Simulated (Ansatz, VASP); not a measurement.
# Ba: VASP beside Ansatz

The input INCAR:

```
  PREC = Accurate
  ENCUT = 520
  EDIFF = 1E-6
  ISMEAR = 0
  SIGMA = 0.15
  LREAL = F
  LASPH = T
  NELM = 60
  ALGO = Fast
  ISIF = 2
  LWAVE = F
  LCHARG = F
  GGA = PS
  NBANDS = 11
```

KPOINTS

```
Automatic mesh
0
Gamma
  14 14 14
```

Contents of POSCAR:

```
Ba
1.0
   -2.3750000000      2.6250000000      2.5000000000
    2.3750000000     -2.6250000000      2.5000000000
    2.3750000000      2.6250000000     -2.5000000000
Ba
1
Direct
    0.0000000000      0.0000000000      0.0000000000
```

Input for Ansatz:

```yaml
crystal:
  lattice:
    - [-2.375, 2.625, 2.5]
    - [2.375, -2.625, 2.5]
    - [2.375, 2.625, -2.5]
  atoms:
    - { symbol: Ba, position: [0.0, 0.0, 0.0] }
basis:
  ecutwfc: 420
kpoints:
  mp_grid: { grid: [14, 14, 14] }
hamiltonian:
  xc: pbesol
scf:
  occupations: { method: gaussian, width: 0.15 }
output:
  forces: true
  stress: true
  eigenvalues: true
```

Change from the starting cell: strain -0.0500 x Voigt [1, -1, 0, 0, 0, 0], atoms carried along.

Alike in both runs: task single point; functional PBEsol; k mesh 14 × 14 × 14; occupations gaussian, width 0.15 eV; no spin polarisation.

|  | VASP | Ansatz |
| --- | --- | --- |
| version | VASP 6.6.1 | Ansatz 0.2.0 |
| potentials or method | VASP PAW PBE potentials, release 64 (Ba_sv), cutoff 520 eV | scalar-relativistic, plane waves, PAW |
| valence electrons in the cell | 10 | 10 |

Ansatz gave:

* gap on the k mesh at the Fermi level (eV): none
* pressure (GPa): -0.6
* traceless stress, the component that is largest in VASP (GPa): 0.26

Question: Estimate VASP's values.

Answer: gap on the k mesh at the Fermi level (eV): none; pressure (GPa): -0.5; traceless stress, the component that is largest in VASP (GPa): 0.26.

VASP's potentials were made for PBE, not for PBEsol. A gap of «none» marks a metal or a gap that the smearing closes. The functional is the same, so the differences come from potentials, cutoffs and numerics.

Spin-orbit coupling is off throughout.
